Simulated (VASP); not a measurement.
# K (P6_3/mmc) in VASP: notebook

Runs on K. Level: BLYP. Tasks: single point.

Program: VASP 6.6.1. These are calculated values, not measurements. Logs are shortened: lines on timing, memory, paths and dates and some standing lists are left out, and cuts for length are marked.

## 1. The cell of the first run

The structure is hexagonal, space group P6_3/mmc (No. 194). Conventional cell: a = 4.757 Å, b = 4.757 Å, c = 15.490 Å, α = 90.00°, β = 90.00°, γ = 120.00°.

This isn't the form of K at room conditions, which is bcc.

## 2. Single point, BLYP

INCAR reads:

```
SYSTEM = K
PREC     = Accurate       ! precision mode
ENCUT    = 520            ! plane-wave cutoff, eV
EDIFF    = 1E-6           ! SCF threshold, eV
ISMEAR   = -1             ! smearing method
SIGMA    = 0.1            ! smearing width, eV
LREAL    = .False.        ! projectors in reciprocal space
LASPH    = .True.         ! aspherical terms in the spheres
NELM     = 60             ! most SCF steps
ALGO     = Normal         ! electronic algorithm
ISIF     = 2              ! what is computed and relaxed
LWAVE    = .False.        ! write WAVECAR
LCHARG   = .False.        ! write CHGCAR
GGA      = B5             ! functional
ALDAX    = 1.0          
AGGAX    = 1.0          
AGGAC    = 1.0          
ALDAC    = 0.0          
NBANDS   = 26             ! bands
```

KPOINTS reads:

```
Automatic mesh
0
Gamma
  8 8 2
  0 0 0
```

POSCAR reads:

```
K
1.0
    4.7566503730      0.0000000000      0.0000000000
   -2.3783251865      4.1193800599      0.0000000000
    0.0000000000      0.0000000000     15.4904962367
K
4
Direct
    0.0000000000      1.0000000000      0.0000000000
    1.0000000000      1.0000000000      0.5000000000
    0.3333333333      0.6666666667      0.2500000000
    0.6666666667      0.3333333333      0.7500000000
```

Potentials or basis: VASP PAW PBE potentials, release 64 (K_sv).

Started as:

```
> cat potpaw_PBE.64/K_sv/POTCAR > POTCAR
> mpirun -np 1 vasp_std > vasp.out
```

OUTCAR:

```text
SYSTEM = K
   PREC = Accurate
   ENCUT = 520
   EDIFF = 1E-6
   ISMEAR = -1
   LREAL = .False.
   LASPH = .True.
   NELM = 60
   ISIF = 2
   GGA = B5

 ion  position               nearest neighbor table
   1  0.000  0.000  0.000-
   2  0.000  0.000  0.500-
   3  0.333  0.667  0.250-
   4  0.667  0.333  0.750-

  LATTYP: Found a hexagonal cell.
 ALAT       =     4.7566503730
 C/A-ratio  =     3.2565976101

  Lattice vectors:

 A1 = (   4.7566503730,   0.0000000000,   0.0000000000)
 A2 = (  -2.3783251865,   4.1193800599,   0.0000000000)
 A3 = (   0.0000000000,   0.0000000000,  15.4904962367)

Analysis of symmetry for initial positions (statically):
=====================================================================
 Subroutine PRICEL returns:
 Original cell was already a primitive cell.

 Routine SETGRP: Setting up the symmetry group for a
 hexagonal supercell.

 Subroutine GETGRP returns: Found 24 space group operations
 (whereof 12 operations were pure point group operations)
 out of a pool of 24 trial point group operations.

The static configuration has the point symmetry D_3d.
 The point group associated with its full space group is D_6h.

Analysis of symmetry for dynamics (positions and initial velocities):
=====================================================================
 Subroutine PRICEL returns:
 Original cell was already a primitive cell.

 Routine SETGRP: Setting up the symmetry group for a
 hexagonal supercell.

 Subroutine GETGRP returns: Found 24 space group operations
 (whereof 12 operations were pure point group operations)
 out of a pool of 24 trial point group operations.

The dynamic configuration has the point symmetry D_3d.
 The point group associated with its full space group is D_6h.

 Subroutine INISYM returns: Found 24 space group operations
 (whereof 12 operations are pure point group operations),
 and found     1 'primitive' translations

----------------------------------------------------------------------------------------

                                     Primitive cell

  volume of cell :     303.5278

  direct lattice vectors                    reciprocal lattice vectors
[... 79 lines left out ...]
   ICHARG =      2    charge: 1-file 2-atom 10-const
   ISPIN  =      1    spin polarized calculation?
   LNONCOLLINEAR =      F non collinear calculations
   LSORBIT =      F    spin-orbit coupling
   LASPH  =      T    aspherical Exc in radial PAW
   ENCUT  =  520.0 eV  38.22 Ry    6.18 a.u.   8.84  8.84 28.80*2*pi/ulx,y,z
   NELM   =     60;   NELMIN=  2; NELMDL= -5     # of ELM steps
   EDIFF  = 0.1E-05   stopping-criterion for ELM
   LREAL  =      F    real-space projection
   EDIFFG = 0.1E-04   stopping-criterion for IOM
   NSW    =      0    number of steps for IOM
   IBRION =     -1    ionic relax: 0-MD 1-quasi-New 2-CG
   NFREE  =      0    steps in history (QN), initial steepest desc. (CG)
   ISIF   =      2    stress and relaxation
   ISYM   =      2    0-nonsym 1-usesym 2-fastsym
   POTIM  = 0.5000    time-step for ionic-motion
   TEBEG  =    0.0;   TEEND  =   0.0 temperature during run
   PSTRESS=    0.0 pullay stress
   NELECT =      36.0000    total number of electrons
   NUPDOWN=      -1.0000    fix difference up-down
   EMIN   =  10.00;   EMAX   =-10.00  energy-range for DOS
   EFERMI =   0.00;   METHOD = LEGACY
   ISMEAR =    -1;   SIGMA  =   0.10  broadening in eV -4-tet -1-fermi 0-gaus
   EFERMI_NEDOS =   21; number of points for ismear=-14 and -15
   IALGO  =     38    algorithm
   IMIX   =      4    mixing-type and parameters
     AMIX     =   0.40;   BMIX     =  1.00
     AMIX_MAG =   1.60;   BMIX_MAG =  1.00
  volume/ion in A,a.u.               =      75.88       512.08
  Fermi-wavevector in a.u.,A,eV,Ry     =   0.804346  1.519993  8.802593  0.646972
  Thomas-Fermi vector in A             =   1.912385
   LORBIT       =      0    0 simple, 1 ext, 2 COOP (PROOUT), +10 PAW based schemes
   GGA     = B5    functional components
   LHFCALC =     F    Hartree Fock is set to
   AEXX    =    0.0000 exact exchange contribution
   IVDW    =     0    specifies the selected vdW correction
   LEPSILON=     F    determine dielectric tensor
   LRPA    =     F    only Hartree local field effects (RPA)
 non-spin polarized calculation
  energy-cutoff  :      520.00
  volume of cell :      303.53
 maximum number of plane-waves:      8242
 NGX is ok and might be reduce to    36
   NGX = 17   NGY = 17   NGZ = 57

 number of electron      36.0000005 magnetization

 Free energy of the ion-electron system (eV)
  ---------------------------------------------------
  ext. energy  EPLUGINS =         0.00000000
  ---------------------------------------------------
  free energy    TOTEN  =        -2.87615578 eV

  energy without entropy =       -2.77443602  energy(sigma->0) =       -2.82529590

 E-fermi :   0.2086     XC(G=0):  -5.1918

 val. band max:        0.1876530458   @ k =   0.2500   0.0000   0.5000
 cond. band min:       0.3347820797   @ k =   0.5000   0.0000   0.0000
 fundamental gap:      0.1471290340
 Fermi energy:         0.2086456582

 k-point     1 :       0.0000    0.0000    0.0000
  band No.  band energies     occupation
      1     -32.0384      2.00000
      2     -32.0373      2.00000
      3     -32.0361      2.00000
      4     -32.0349      2.00000
      5     -15.6351      2.00000
      6     -15.6064      2.00000
[... 569 lines left out ...]
     25       2.0572      0.00000
     26       2.0572      0.00000

------------------------ aborting loop because EDIFF is reached ----------------------------------------

  FORCE on cell =-STRESS in cart. coord.  units (eV):
  Direction    XX          YY          ZZ          XY          YZ          ZX
  --------------------------------------------------------------------------------------
  -------------------------------------------------------------------------------------
  Total        0.0202789      0.0202789      0.0030478     -0.0000000      0.0000000     -0.0000000
  in kB        0.1070424      0.1070424      0.0160878     -0.0000000      0.0000000     -0.0000000
  external PRESSURE =       0.0767242 kB  Pullay stress =       0.0000000 kB

 VOLUME and BASIS-vectors are now :
 -----------------------------------------------------------------------------
  energy-cutoff  :      520.00
  volume of cell :      303.53
      direct lattice vectors                 reciprocal lattice vectors
     4.756650373  0.000000000  0.000000000     0.210231975  0.121377487  0.000000000
    -2.378325187  4.119380060  0.000000000     0.000000000  0.242754974  0.000000000
     0.000000000  0.000000000 15.490496237     0.000000000  0.000000000  0.064555711

 POSITION                                       TOTAL-FORCE (eV/Angst)
 -----------------------------------------------------------------------------------
      0.00000      0.00000      0.00000        -0.000000      0.000000     -0.000000
      0.00000      0.00000      7.74525        -0.000000      0.000000     -0.000000
     -0.00000      2.74625      3.87262        -0.000000      0.000000     -0.000000
      2.37833      1.37313     11.61787         0.000000      0.000000      0.000000
 -----------------------------------------------------------------------------------
    total drift:                               -0.000000      0.000000      0.000000

  FREE ENERGIE OF THE ION-ELECTRON SYSTEM (eV)
  ---------------------------------------------------
  free  energy   TOTEN  =        -2.8761557773 eV

  energy  without entropy=       -2.7744360179  energy(sigma->0) =       -2.82529590
```

Wall time 86 s (1 thread of Intel Xeon 6975P-C (Granite Rapids), shared host); peak memory 0.42 GiB.

What came out:

```
Free energy            : -2.8762 eV
Pressure               : 0.0 GPa
Band gap on the k mesh : zero (bands 18 and 19 overlap by 2.07 eV)
```

Caveat: the PAW data sets were made with another functional, which shifts forces and pressure a little.

## 3. Single point, BLYP (66.78 Å³/atom)

This run uses another cell than the first one, of 66.78 Å³/atom.

INCAR reads:

```
SYSTEM = K
  AGGAC = 1.0
  AGGAX = 1.0
  ALDAC = 0.0
  ALDAX = 1.0
  ALGO = Normal
  EDIFF = 1E-6
  ENCUT = 520
  GGA = B5
  ISIF = 2
  ISMEAR = -1
  LASPH = .TRUE.
  LCHARG = .FALSE.
  LREAL = .FALSE.
  LWAVE = .FALSE.
  NBANDS = 26
  NELM = 60
  PREC = Accurate
  SIGMA = 0.1
```

KPOINTS reads:

```
k-points
0
G
  9 9 3
  0 0 0
```

POSCAR reads:

```
K
1.0
    4.5582218100      0.0000000000      0.0000000000
   -2.2791109050      3.9475358836      0.0000000000
    0.0000000000      0.0000000000     14.8442942529
K
4
Direct
    0.0000000000      1.0000000000      0.0000000000
    1.0000000000      1.0000000000      0.5000000000
    0.3333333333      0.6666666667      0.2500000000
    0.6666666667      0.3333333333      0.7500000000
```

Potentials or basis: VASP PAW PBE potentials, release 64 (K_sv).

Started as:

```
> cat potpaw_PBE.64/K_sv/POTCAR > POTCAR
> mpirun -np 1 vasp_std > vasp.out
```

OUTCAR:

```text
SYSTEM = K
   EDIFF = 1E-6
   ENCUT = 520
   GGA = B5
   ISIF = 2
   ISMEAR = -1
   LASPH = .TRUE.
   LREAL = .FALSE.
   NELM = 60
   PREC = Accurate

 ion  position               nearest neighbor table
   1  0.000  0.000  0.000-
   2  0.000  0.000  0.500-
   3  0.333  0.667  0.250-
   4  0.667  0.333  0.750-

  LATTYP: Found a hexagonal cell.
 ALAT       =     4.5582218100
 C/A-ratio  =     3.2565976101

  Lattice vectors:

 A1 = (   4.5582218100,   0.0000000000,   0.0000000000)
 A2 = (  -2.2791109050,   3.9475358836,   0.0000000000)
 A3 = (   0.0000000000,   0.0000000000,  14.8442942529)

Analysis of symmetry for initial positions (statically):
=====================================================================
 Subroutine PRICEL returns:
 Original cell was already a primitive cell.

 Routine SETGRP: Setting up the symmetry group for a
 hexagonal supercell.

 Subroutine GETGRP returns: Found 24 space group operations
 (whereof 12 operations were pure point group operations)
[... 165 lines left out ...]
  free energy    TOTEN  =        -2.81476271 eV

  energy without entropy =       -2.71330781  energy(sigma->0) =       -2.76403526

 E-fermi :   0.5446     XC(G=0):  -5.5095

 val. band max:        0.5206543853   @ k =   0.4444  -0.0000   0.3333
 cond. band min:       0.5567152085   @ k =   0.3333   0.1111   0.0000
 fundamental gap:      0.0360608232
 Fermi energy:         0.5446497476

 k-point     1 :       0.0000    0.0000    0.0000
  band No.  band energies     occupation
      1     -31.6809      2.00000
      2     -31.6782      2.00000
      3     -31.6774      2.00000
      4     -31.6747      2.00000
      5     -15.3020      2.00000
      6     -15.2560      2.00000
[... 685 lines left out ...]
     25       2.4817      0.00000
     26       2.6451      0.00000

------------------------ aborting loop because EDIFF is reached ----------------------------------------

  FORCE on cell =-STRESS in cart. coord.  units (eV):
  Direction    XX          YY          ZZ          XY          YZ          ZX
  --------------------------------------------------------------------------------------
  -------------------------------------------------------------------------------------
  Total        0.8314558      0.8314558      0.9534041      0.0000000      0.0000000      0.0000000
  in kB        4.9873362      4.9873362      5.7188209      0.0000000      0.0000000      0.0000000
  external PRESSURE =       5.2311644 kB  Pullay stress =       0.0000000 kB

 VOLUME and BASIS-vectors are now :
 -----------------------------------------------------------------------------
  energy-cutoff  :      520.00
  volume of cell :      267.10
      direct lattice vectors                 reciprocal lattice vectors
     4.558221810  0.000000000  0.000000000     0.219383795  0.126661293  0.000000000
    -2.279110905  3.947535884  0.000000000     0.000000000  0.253322586  0.000000000
     0.000000000  0.000000000 14.844294253     0.000000000  0.000000000  0.067365951

 POSITION                                       TOTAL-FORCE (eV/Angst)
 -----------------------------------------------------------------------------------
      0.00000      0.00000      0.00000         0.000000     -0.000000      0.000000
      0.00000      0.00000      7.42215         0.000000     -0.000000      0.000000
     -0.00000      2.63169      3.71107         0.000000      0.000000     -0.000000
      2.27911      1.31585     11.13322        -0.000000      0.000000      0.000000
 -----------------------------------------------------------------------------------
    total drift:                               -0.000000      0.000000      0.000000

  FREE ENERGIE OF THE ION-ELECTRON SYSTEM (eV)
  ---------------------------------------------------
  free  energy   TOTEN  =        -2.8147627119 eV

  energy  without entropy=       -2.7133078061  energy(sigma->0) =       -2.76403526
```

OSZICAR:

```text
N       E                     dE             d eps       ncg     rms          rms(c)
DAV:   1     0.255797550261E+03    0.25580E+03   -0.15175E+04  1272   0.113E+03
DAV:   2     0.168994186647E+02   -0.23890E+03   -0.23515E+03  1410   0.324E+02
DAV:   3    -0.179337929991E+01   -0.18693E+02   -0.18503E+02  1992   0.676E+01
DAV:   4    -0.277522198474E+01   -0.98184E+00   -0.97875E+00  1782   0.138E+01
DAV:   5    -0.282165041337E+01   -0.46428E-01   -0.46419E-01  1870   0.250E+00    0.555E+00
DAV:   6    -0.281518383873E+01    0.64666E-02   -0.17497E-02  1668   0.733E-01    0.354E+00
DAV:   7    -0.281440410477E+01    0.77973E-03   -0.20166E-02  1836   0.673E-01    0.203E-01
DAV:   8    -0.281453187419E+01   -0.12777E-03   -0.25592E-03  1584   0.318E-01    0.610E-02
DAV:   9    -0.281463767689E+01   -0.10580E-03   -0.21907E-04  1994   0.535E-02    0.248E-02
DAV:  10    -0.281471658783E+01   -0.78911E-04   -0.12154E-04  1382   0.408E-02    0.840E-03
DAV:  11    -0.281475762104E+01   -0.41033E-04   -0.99184E-05  1394   0.265E-02    0.778E-03
DAV:  12    -0.281476222886E+01   -0.46078E-05   -0.16173E-05  1190   0.915E-03    0.357E-03
DAV:  13    -0.281476271192E+01   -0.48306E-06   -0.23566E-06  1018   0.494E-03
   1 F= -.28147627E+01 E0= -.27640353E+01  d E =-.101455E+00
```

It took 88 s on 1 thread of Intel Xeon 6975P-C (Granite Rapids), shared host; peak memory 0.43 GiB.

What came out:

| Property | Result |
| --- | --- |
| Free energy | -2.8148 eV |
| Pressure | 0.5 GPa |
| Band gap on the k mesh | zero (bands 18 and 19 overlap by 2.45 eV) |

Caveat: the PAW data sets were made with another functional, which shifts forces and pressure a little.

## 4. Single point, BLYP (69.81 Å³/atom)

This run uses another cell than the first one, of 69.81 Å³/atom.

INCAR reads:

```
SYSTEM = K
PREC     = Accurate       ! precision mode
ENCUT    = 520            ! plane-wave cutoff, eV
EDIFF    = 1E-6           ! SCF threshold, eV
ISMEAR   = -1             ! smearing method
SIGMA    = 0.1            ! smearing width, eV
LREAL    = .FALSE.        ! projectors in reciprocal space
LASPH    = .TRUE.         ! aspherical terms in the spheres
NELM     = 60             ! most SCF steps
ALGO     = Normal         ! electronic algorithm
ISIF     = 2              ! what is computed and relaxed
LWAVE    = .FALSE.        ! write WAVECAR
LCHARG   = .TRUE.         ! write CHGCAR
GGA      = B5             ! functional
ALDAX    = 1.0          
AGGAX    = 1.0          
AGGAC    = 1.0          
ALDAC    = 0.0          
LELF     = .TRUE.         ! ELF
LVHAR    = .TRUE.       
NBANDS   = 26             ! bands
```

KPOINTS reads:

```
Automatic mesh
0
G
  9 9 3
  0 0 0
```

POSCAR reads:

```
K
1.0
    4.6262650030      0.0000000000      0.0000000000
   -2.3131325015      4.0064630172      0.0000000000
    0.0000000000      0.0000000000     15.0658835524
K
4
Direct
    0.0000000000      1.0000000000      0.0000000000
    1.0000000000      1.0000000000      0.5000000000
    0.3333333333      0.6666666667      0.2500000000
    0.6666666667      0.3333333333      0.7500000000
```

Started as:

```
> cat potpaw_PBE.64/K_sv/POTCAR > POTCAR
> mpirun -np 1 vasp_std > vasp.out
```

It took 93 s on 1 thread of Intel Xeon 6975P-C (Granite Rapids), shared host; peak memory 0.43 GiB.

The run converged. Its results:

| Quantity | Value |
| --- | --- |
| Free energy | -2.8472 eV |
| Pressure | 0.3 GPa |
| Band gap on the k mesh | zero (bands 18 and 19 overlap by 2.40 eV) |

Levels at points of the mesh, in eV from the Fermi level:
```
           k point  band 14  band 15  band 16  band 17  band 18  band 19  band 20  band 21  band 22  band 23
(0.00, 0.00, 0.00)   -15.77   -15.77   -15.77    -2.25    -1.50    -1.50     0.24     0.66     2.70     2.71
```

Caveat: the PAW data sets were made with another functional, which shifts forces and pressure a little.

## 5. Single point, BLYP (72.85 Å³/atom)

This run uses another cell than the first one, of 72.85 Å³/atom.

INCAR reads:

```
PREC = Accurate
ENCUT = 520
EDIFF = 1E-7
ISMEAR = -1
SIGMA = 0.1
LREAL = False
LASPH = True
NELM = 100
ALGO = Normal
ISIF = 2
LWAVE = False
LCHARG = False
GGA = B5
ALDAX = 1.0
AGGAX = 1.0
AGGAC = 1.0
ALDAC = 0.0
NBANDS = 26
```

KPOINTS reads:

```
Automatic mesh
0
Gamma
  9 9 3
```

POSCAR reads:

```
K
1.0
    4.6923634333      0.0000000000      0.0000000000
   -2.3461817166      4.0637059370      0.0000000000
    0.0000000000      0.0000000000     15.2811395426
K
4
Direct
    0.0000000000      1.0000000000      0.0000000000
    1.0000000000      1.0000000000      0.5000000000
    0.3333333333      0.6666666667      0.2500000000
    0.6666666667      0.3333333333      0.7500000000
```

Started as:

```
> cat potpaw_PBE.64/K_sv/POTCAR > POTCAR
> mpirun -np 1 vasp_std > vasp.out
```

It took 1.7 min on 1 thread of Intel Xeon 6975P-C (Granite Rapids), shared host; peak memory 0.43 GiB.

Results (log left out):

* Free energy: -2.8654 eV
* Pressure: 0.1 GPa
* Band gap on the k mesh: zero (bands 18 and 19 overlap by 2.36 eV)

Levels at points of the mesh, in eV from the Fermi level:
| k point | band 14 | band 15 | band 16 | band 17 | band 18 | band 19 | band 20 | band 21 | band 22 | band 23 |
| --- | --- | --- | --- | --- | --- | --- | --- | --- | --- | --- |
| (0.00, 0.00, 0.00) | -15.80 | -15.80 | -15.80 | -2.19 | -1.46 | -1.46 | 0.24 | 0.65 | 2.67 | 2.69 |

Caveat: the PAW data sets were made with another functional, which shifts forces and pressure a little.

## 6. Single point, BLYP (78.92 Å³/atom)

This run uses another cell than the first one, of 78.92 Å³/atom.

INCAR reads:

```
SYSTEM = K
AGGAC = 1.0 ; AGGAX = 1.0
ALDAC = 0.0 ; ALDAX = 1.0
ALGO = Normal ; EDIFF = 1E-6
ENCUT = 520 ; GGA = B5
ISIF = 2 ; ISMEAR = -1
LASPH = .True. ; LCHARG = .False.
LREAL = .False. ; LWAVE = .False.
NBANDS = 26 ; NELM = 60
PREC = Accurate ; SIGMA = 0.1
```

KPOINTS reads:

```
k-points
0
Gamma
  9 9 3
  0 0 0
```

POSCAR reads:

```
K
1.0
    4.8192450561      0.0000000000      0.0000000000
   -2.4096225280      4.1735886456      0.0000000000
    0.0000000000      0.0000000000     15.6943419321
K
4
Direct
    0.0000000000      1.0000000000      0.0000000000
    1.0000000000      1.0000000000      0.5000000000
    0.3333333333      0.6666666667      0.2500000000
    0.6666666667      0.3333333333      0.7500000000
```

Potentials or basis: VASP PAW PBE potentials, release 64 (K_sv).

Started as:

```
> cat potpaw_PBE.64/K_sv/POTCAR > POTCAR
> mpirun -np 1 vasp_std > vasp.out
```

Run time: 99 s. Hardware: 1 thread of Intel Xeon 6975P-C (Granite Rapids), shared host; peak memory 0.44 GiB.

The run converged. Its results:

| Item | Value |
| --- | --- |
| Free energy | -2.8690 eV |
| Pressure | -0.1 GPa |
| Band gap on the k mesh | zero (bands 18 and 19 overlap by 2.27 eV) |

Levels at points of the mesh, in eV from the Fermi level:
```tsv
k point	band 14	band 15	band 16	band 17	band 18	band 19	band 20	band 21	band 22	band 23
(0.00, 0.00, 0.00)	-15.84	-15.84	-15.84	-2.08	-1.39	-1.39	0.23	0.62	2.62	2.63
```

Caveat: the PAW data sets were made with another functional, which shifts forces and pressure a little.

(Continued in part 2 of 2.)
